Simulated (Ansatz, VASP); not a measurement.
P: VASP beside Ansatz

```
CELL_PARAMETERS angstrom
1.70933 0.98688 2.97389
-1.70933 0.98688 2.97389
0.00000 -1.97377 2.97389
ATOMIC_POSITIONS crystal
P 0.23156 0.23156 0.23156
P 0.76844 0.76844 0.76844
```

Alike in both runs: task relaxation of cell and atoms; functional PBE; dispersion D3(BJ); k mesh 12 × 12 × 12; occupations gaussian, width 0.1 eV; no spin polarisation.

|  | VASP | Ansatz |
| --- | --- | --- |
| version | VASP 6.6.1 | Ansatz 0.2.0 |
| potentials or method | VASP PAW PBE potentials, release 64 (P), cutoff 600 eV | scalar-relativistic, plane waves, PAW |
| valence electrons in the cell | 10 | 10 |

Ansatz gave:

```
gap on the k mesh at the Fermi level, each at its own relaxed structure (eV) : none
relaxed volume (Å³/atom)                                                     : 14.84
relaxed cell length with the largest relative difference (Å)                 : 3.526
```

Task: Which values does VASP return?

Result: gap on the k mesh at the Fermi level, each at its own relaxed structure (eV): none; relaxed volume (Å³/atom): 14.84; relaxed cell length with the largest relative difference (Å): 3.527.

A gap of «none» marks a metal or a gap that the smearing closes.
